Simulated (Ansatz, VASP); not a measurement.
**Mg3ZrN in VASP and in Ansatz**

```
CELL_PARAMETERS angstrom
3.24064 -0.00040 -0.00033
-0.00041 3.24013 -0.00037
-0.00374 -0.00387 17.58819
ATOMIC_POSITIONS crystal
Mg 0.49988 0.99983 0.80778
Mg 0.00018 0.50014 0.19227
Mg 0.49992 0.00000 0.56124
Mg 0.99998 0.50007 0.43857
Mg 0.99986 0.49992 0.68574
Mg 0.50006 0.00013 0.31419
Zr 0.99994 0.49989 0.93770
Zr 0.50011 0.00007 0.06240
N 0.49994 0.99987 0.93555
N 0.00013 0.50008 0.06455
```

Change from the starting cell: cell x1, atoms moved at random (sigma 0.15 Å) and cell strained at random (1.5 %), then relaxed without symmetry.

Alike in both runs: functional PBE; k mesh 6 × 6 × 2; occupations gaussian, width 0.2 eV; no spin polarisation.

Ansatz relaxed the structure, and its values are those at the end. VASP's run is a single point on that final structure, the one shown.

```csv
,VASP,Ansatz
version,VASP 6.6.1,Ansatz 0.2.0
potentials or method,"VASP PAW PBE potentials, release 64 (Mg, Zr_sv, N), cutoff 520 eV","scalar-relativistic, plane waves, PAW"
valence electrons in the cell,46,94
```

Ansatz gave:

* gap on the k mesh at the Fermi level (eV): none
* pressure (GPa): 0.0
* rms of the force components (eV/Å): 0.004

**Question.** What did VASP give for the same quantities?

**Answer.** gap on the k mesh at the Fermi level (eV): none; pressure (GPa): -0.1; rms of the force components (eV/Å): 0.007.

A gap of «none» marks a metal or a gap that the smearing closes. VASP's potentials hold 46 valence electrons a cell and Ansatz's 94, so a difference there can come from the potentials and not from the codes.
